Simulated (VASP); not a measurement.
# CaO (P6_3/mmc) in VASP: notebook, part 2 of 2

VASP 6.6.1.

**3. Single point, LDA**

This run uses another cell than the first one, of 16.18 Å³/atom, 1.010 times its volume.

Contents of INCAR:

```
SYSTEM = CaO
ALGO     = Normal         ! electronic algorithm
EDIFF    = 1E-6           ! SCF threshold, eV
ENCUT    = 520            ! plane-wave cutoff, eV
GGA      = CA             ! functional
ISIF     = 2              ! what is computed and relaxed
ISMEAR   = 0              ! smearing method
LASPH    = .TRUE.         ! aspherical terms in the spheres
LCHARG   = .FALSE.        ! write CHGCAR
LREAL    = .FALSE.        ! projectors in reciprocal space
LWAVE    = .FALSE.        ! write WAVECAR
NBANDS   = 24             ! bands
NELM     = 100            ! most SCF steps
PREC     = Accurate       ! precision mode
SIGMA    = 0.05           ! smearing width, eV
```

Contents of KPOINTS:

```
k-points
0
G
  6 6 4
  0 0 0
```

Contents of POSCAR:

```
CaO
1.0
    3.9919760000      0.0000000000      0.0000000000
   -1.9959880000      3.4571520000      0.0000000000
    0.0000000000      0.0000000000      4.6891432000
Ca O
2 2
Direct
    0.3333333333      0.6666666667      0.7500000000
    0.6666666667      0.3333333333      0.2500000000
    0.3333333333      0.6666666667      0.2500000000
    0.6666666667      0.3333333333      0.7500000000
```

Potentials or basis: VASP PAW LDA potentials, release 64 (Ca_sv, O).

Started as:

```
$ cat potpaw_LDA.64/Ca_sv/POTCAR potpaw_LDA.64/O/POTCAR > POTCAR
$ mpirun -np 1 vasp_std > vasp.out
```

OUTCAR:

```text
SYSTEM = CaO
   EDIFF = 1E-6
   ENCUT = 520
   GGA = CA
   ISIF = 2
   ISMEAR = 0
   LASPH = .TRUE.
   LREAL = .FALSE.
   NELM = 100
   PREC = Accurate

 ion  position               nearest neighbor table
   1  0.333  0.667  0.750-   4 2.30   4 2.30   4 2.30   3 2.34   3 2.34
   2  0.667  0.333  0.250-   3 2.30   3 2.30   3 2.30   4 2.34   4 2.34
   3  0.333  0.667  0.250-   2 2.30   2 2.30   2 2.30   1 2.34   1 2.34
   4  0.667  0.333  0.750-   1 2.30   1 2.30   1 2.30   2 2.34   2 2.34

  LATTYP: Found a hexagonal cell.
 ALAT       =     3.9919760000
 C/A-ratio  =     1.1746421321

  Lattice vectors:

 A1 = (   3.9919760000,   0.0000000000,   0.0000000000)
 A2 = (  -1.9959880000,   3.4571520000,   0.0000000000)
 A3 = (   0.0000000000,   0.0000000000,   4.6891432000)

Analysis of symmetry for initial positions (statically):
=====================================================================
 Subroutine PRICEL returns:
 Original cell was already a primitive cell.

 Routine SETGRP: Setting up the symmetry group for a
 hexagonal supercell.

 Subroutine GETGRP returns: Found 24 space group operations
 (whereof 12 operations were pure point group operations)
 out of a pool of 24 trial point group operations.

The static configuration has the point symmetry D_3d.
 The point group associated with its full space group is D_6h.

Analysis of symmetry for dynamics (positions and initial velocities):
=====================================================================
 Subroutine PRICEL returns:
 Original cell was already a primitive cell.

 Routine SETGRP: Setting up the symmetry group for a
 hexagonal supercell.

 Subroutine GETGRP returns: Found 24 space group operations
 (whereof 12 operations were pure point group operations)
 out of a pool of 24 trial point group operations.
[... 117 lines left out ...]
   ISMEAR =     0;   SIGMA  =   0.05  broadening in eV -4-tet -1-fermi 0-gaus
   EFERMI_NEDOS =   21; number of points for ismear=-14 and -15
   IALGO  =     38    algorithm
   IMIX   =      4    mixing-type and parameters
     AMIX     =   0.40;   BMIX     =  1.00
     AMIX_MAG =   1.60;   BMIX_MAG =  1.00
  volume/ion in A,a.u.               =      16.18       109.18
  Fermi-wavevector in a.u.,A,eV,Ry     =   1.294568  2.446379 22.802089  1.675906
  Thomas-Fermi vector in A             =   2.426143
   LORBIT       =      0    0 simple, 1 ext, 2 COOP (PROOUT), +10 PAW based schemes
   GGA     = CA    functional components
   LHFCALC =     F    Hartree Fock is set to
   AEXX    =    0.0000 exact exchange contribution
   IVDW    =     0    specifies the selected vdW correction
   LEPSILON=     F    determine dielectric tensor
   LRPA    =     F    only Hartree local field effects (RPA)
 non-spin polarized calculation
 Gauss-broadening in eV      SIGMA  =   0.05
  energy-cutoff  :      520.00
  volume of cell :       64.71
 maximum number of plane-waves:      1763
 NGX is ok and might be reduce to    30
   NGX = 15   NGY = 15   NGZ = 17

 number of electron      32.0000002 magnetization

 Free energy of the ion-electron system (eV)
  ---------------------------------------------------
  ext. energy  EPLUGINS =         0.00000000
  ---------------------------------------------------
  free energy    TOTEN  =       -27.96864597 eV

  energy without entropy =      -27.96864597  energy(sigma->0) =      -27.96864597

 E-fermi :   1.3564     XC(G=0): -10.0429

 val. band max:        1.1301336990   @ k =   0.0000   0.0000   0.0000
 cond. band min:       4.1251026637   @ k =   0.0000   0.0000   0.0000
 fundamental gap:      2.9949689646
 Fermi energy:         1.3564061374

 k-point     1 :       0.0000    0.0000    0.0000
  band No.  band energies     occupation
      1     -35.9103      2.00000
      2     -35.7493      2.00000
      3     -17.5957      2.00000
      4     -17.3268      2.00000
      5     -17.3268      2.00000
      6     -17.0903      2.00000
[... 556 lines left out ...]
     23       9.6400      0.00000
     24       9.6400      0.00000

------------------------ aborting loop because EDIFF is reached ----------------------------------------

  FORCE on cell =-STRESS in cart. coord.  units (eV):
  Direction    XX          YY          ZZ          XY          YZ          ZX
  --------------------------------------------------------------------------------------
  -------------------------------------------------------------------------------------
  Total       -1.6051215     -1.6051209     -0.6508975      0.0000000      0.0000000     -0.0000000
  in kB      -39.7391516    -39.7391372    -16.1147406      0.0000000      0.0000000     -0.0000000
  external PRESSURE =     -31.8643431 kB  Pullay stress =       0.0000000 kB

 VOLUME and BASIS-vectors are now :
 -----------------------------------------------------------------------------
  energy-cutoff  :      520.00
  volume of cell :       64.71
      direct lattice vectors                 reciprocal lattice vectors
     3.991976000  0.000000000  0.000000000     0.250502508  0.144627717  0.000000000
    -1.995988000  3.457152000  0.000000000     0.000000000  0.289255433  0.000000000
     0.000000000  0.000000000  4.689143200     0.000000000  0.000000000  0.213258576

 POSITION                                       TOTAL-FORCE (eV/Angst)
 -----------------------------------------------------------------------------------
     -0.00000      2.30477      3.51686         0.000000      0.000000      0.000000
      1.99599      1.15238      1.17229        -0.000000      0.000000      0.000000
     -0.00000      2.30477      1.17229         0.000000      0.000000      0.000000
      1.99599      1.15238      3.51686        -0.000000     -0.000000      0.000000
 -----------------------------------------------------------------------------------
    total drift:                               -0.000000      0.000000     -0.000000

  FREE ENERGIE OF THE ION-ELECTRON SYSTEM (eV)
  ---------------------------------------------------
  free  energy   TOTEN  =       -27.9686459748 eV

  energy  without entropy=      -27.9686459748  energy(sigma->0) =      -27.96864597
```

OSZICAR:

```text
N       E                     dE             d eps       ncg     rms          rms(c)
DAV:   1     0.319849503830E+03    0.31985E+03   -0.16445E+04  1008   0.133E+03
DAV:   2    -0.592167428043E+01   -0.32577E+03   -0.30759E+03  1184   0.388E+02
DAV:   3    -0.318358560681E+02   -0.25914E+02   -0.25729E+02  1664   0.104E+02
DAV:   4    -0.327337781558E+02   -0.89792E+00   -0.89721E+00  1368   0.171E+01
DAV:   5    -0.327562440162E+02   -0.22466E-01   -0.22464E-01  1472   0.191E+00    0.129E+01
DAV:   6    -0.283029874835E+02    0.44533E+01   -0.21459E+01  1416   0.295E+01    0.560E+00
DAV:   7    -0.281051095326E+02    0.19788E+00   -0.24821E+00  1368   0.104E+01    0.276E+00
DAV:   8    -0.279782058304E+02    0.12690E+00   -0.37116E-01  1288   0.445E+00    0.787E-01
DAV:   9    -0.279678344155E+02    0.10371E-01   -0.63193E-02  1272   0.158E+00    0.206E-01
DAV:  10    -0.279690619225E+02   -0.12275E-02   -0.75311E-03  1280   0.554E-01    0.134E-01
DAV:  11    -0.279687674239E+02    0.29450E-03   -0.44160E-03  1312   0.359E-01    0.866E-02
DAV:  12    -0.279686429251E+02    0.12450E-03   -0.74723E-04  1232   0.194E-01    0.952E-03
DAV:  13    -0.279686463430E+02   -0.34179E-05   -0.38572E-05  1392   0.413E-02    0.649E-03
DAV:  14    -0.279686459748E+02    0.36814E-06   -0.17527E-06  1088   0.831E-03
   1 F= -.27968646E+02 E0= -.27968646E+02  d E =-.249930E-12
```

stdout:

```text
POSCAR found type information on POSCAR CaO
 POSCAR found :  2 types and       4 ions
 scaLAPACK will be used
 LDA part: xc-table for (Slater(with rela. corr.)+CA(PZ))
 , standard interpolation
 POSCAR, INCAR and KPOINTS ok, starting setup
 FFT: planning ... GRIDC
 FFT: planning ... GRID_SOFT
 FFT: planning ... GRID
 WAVECAR not read
 entering main loop
```

It took 28 s on 1 thread of Intel Xeon Platinum 8488C (Sapphire Rapids), shared host; peak memory 0.17 GiB.

Results:

| Quantity | Value |
| --- | --- |
| Free energy | -27.9686 eV |
| Pressure | -3.2 GPa |
| Band gap on the k mesh | 3.00 eV, direct |

**4. Single point, LDA**

This run uses another cell than the first one, of 16.34 Å³/atom, 1.021 times its volume.

Contents of INCAR:

```
PREC = Accurate
ENCUT = 520
EDIFF = 1E-6
ISMEAR = 0
SIGMA = 0.05
LREAL = F
LASPH = T
NELM = 100
ALGO = Normal
ISIF = 2
LWAVE = F
LCHARG = F
GGA = CA
NBANDS = 24
```

Contents of KPOINTS:

```
Automatic mesh
0
Gamma
  6 6 4
```

Edit POSCAR of step 3 so:

```diff
@@ -4,3 +4,3 @@
    -1.9959880000      3.4571520000      0.0000000000
-    0.0000000000      0.0000000000      4.6891432000
+    0.0000000000      0.0000000000      4.7369916000
 Ca O
```

Started as:

```
$ cat potpaw_LDA.64/Ca_sv/POTCAR potpaw_LDA.64/O/POTCAR > POTCAR
$ mpirun -np 1 vasp_std > vasp.out
```

It took 28 s on 1 thread of Intel Xeon Platinum 8488C (Sapphire Rapids), shared host; peak memory 0.17 GiB.

The run converged. Its results:

```
Free energy            : -27.9582 eV
Pressure               : -4.2 GPa
Band gap on the k mesh : 3.00 eV, direct
```

Stress tensor (GPa, compression positive):
```
-4.44  0.00  0.00
 0.00 -4.44  0.00
 0.00  0.00 -3.75
```

Levels at points of the mesh, in eV from the valence-band top:
```tsv
k point	band 14	band 15	band 16	band 17	band 18	band 19
(0.00, 0.00, 0.00)	-1.20	-1.08	0.00	3.00	5.99	5.99
(0.50, 0.00, 0.00)	-0.83	-0.60	-0.41	4.51	5.08	5.12
(0.00, 0.00, 0.50)	-1.35	-1.35	-1.35	4.81	4.81	7.73
(0.50, 0.00, 0.50)	-1.12	-0.81	-0.81	5.21	5.21	7.26
```

A hybrid or GW would open this gap; LDA tends to underestimate it.

**5. Single point, LDA**

This run uses another cell than the first one, of 16.51 Å³/atom, 1.031 times its volume.

Contents of INCAR:

```
SYSTEM = CaO
PREC = Accurate
ENCUT = 520
EDIFF = 1E-6
ISMEAR = 0
SIGMA = 0.05
LREAL = .FALSE.
LASPH = .TRUE.
NELM = 80
ALGO = Normal
ISIF = 2
LWAVE = .FALSE.
LCHARG = .FALSE.
GGA = CA
NBANDS = 24
```

Contents of KPOINTS:

```
regular mesh
0
G
  6 6 4
  0 0 0
```

Edit POSCAR of step 4 so:

```diff
@@ -4,3 +4,3 @@
    -1.9959880000      3.4571520000      0.0000000000
-    0.0000000000      0.0000000000      4.7369916000
+    0.0000000000      0.0000000000      4.7848400000
 Ca O
```

Started as:

```
$ cat potpaw_LDA.64/Ca_sv/POTCAR potpaw_LDA.64/O/POTCAR > POTCAR
$ mpirun -np 1 vasp_std > vasp.out
```

Wall time 28 s (1 thread of Intel Xeon Platinum 8488C (Sapphire Rapids), shared host); peak memory 0.17 GiB.

Results (log left out):

| Property | Result |
| --- | --- |
| Free energy | -27.9394 eV |
| Pressure | -5.1 GPa |
| Band gap on the k mesh | 3.00 eV, direct |

Stress tensor (GPa, compression positive):
```
-4.89  0.00  0.00
 0.00 -4.89  0.00
 0.00  0.00 -5.62
```

Levels at points of the mesh, in eV from the valence-band top:
| k point | band 12 | band 13 | band 14 | band 15 | band 16 | band 17 | band 18 | band 19 | band 20 | band 21 |
| --- | --- | --- | --- | --- | --- | --- | --- | --- | --- | --- |
| (0.00, 0.00, 0.00) | -1.21 | -1.17 | -1.17 | -1.10 | 0.00 | 3.00 | 6.00 | 6.00 | 7.62 | 7.66 |
| (0.50, 0.00, 0.00) | -1.09 | -0.86 | -0.85 | -0.61 | -0.39 | 4.53 | 5.09 | 5.11 | 7.54 | 7.62 |
| (0.00, 0.00, 0.50) | -1.62 | -1.32 | -1.32 | -1.32 | -1.32 | 4.81 | 4.81 | 7.68 | 7.68 | 7.68 |
| (0.50, 0.00, 0.50) | -2.13 | -1.08 | -1.08 | -0.77 | -0.77 | 5.20 | 5.20 | 7.21 | 7.21 | 7.88 |

LDA gaps usually lie below the measured ones, often by a third to a half.

**6. Overview**

```csv
cell,gap on the mesh (eV),pressure (GPa)
"a = 3.992, b = 3.992, c = 4.641 Å, angles 90.0, 90.0, 120.0°, 4 atoms",2.98,-2.0
"a = 3.992, b = 3.992, c = 4.689 Å, angles 90.0, 90.0, 120.0°, 4 atoms",3.00,-3.2
"a = 3.992, b = 3.992, c = 4.737 Å, angles 90.0, 90.0, 120.0°, 4 atoms",3.00,-4.2
"a = 3.992, b = 3.992, c = 4.785 Å, angles 90.0, 90.0, 120.0°, 4 atoms",3.00,-5.1
```

Alike in all rows: task single point; level LDA; potentials or basis VASP PAW LDA potentials, release 64 (Ca_sv, O); no spin polarisation; k mesh 6 × 6 × 4; cutoff (eV) 520; smearing gaussian 0.05 eV.

Absolute energies hang on the potentials; compare differences alone.
